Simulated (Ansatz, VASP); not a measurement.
# Two plane-wave programs on Be

```
Be
1.0
     2.28530    0.00000    0.00000
    -1.14265    1.97913    0.00000
     0.00000    0.00000    3.58420
Be
2
Direct
  0.66667 0.33333 0.75000
  0.33333 0.66667 0.25000
```

Alike in both runs: functional r2SCAN; k mesh 8 × 8 × 4; occupations fermi-dirac, width 0.05 eV; no spin polarisation.

```csv
,VASP,Ansatz
version,VASP 6.6.1,Ansatz 0.2.0
potentials or method,"VASP PAW PBE potentials, release 64 (Be)",Ansatz PAW
plane-wave cutoff (eV),520,500
valence electrons in the cell,4,4
task,single point,projected density of states
```

|  | VASP | Ansatz | Ansatz less VASP |
| --- | --- | --- | --- |
| gap on the k mesh at the Fermi level (eV) | none | none | - |
| pressure (GPa) | -2.7 | -2.9 | -0.18 |
| traceless stress, the component that is largest in VASP (GPa) | 3.21 | 3.15 | -0.059 |

VASP's potentials were made for PBE, not for r2SCAN. A gap of «none» marks a metal or a gap that the smearing closes. The functional is the same, so the differences come from potentials, cutoffs and numerics.

The k mesh is coarse, so the values compare programs but aren't converged.
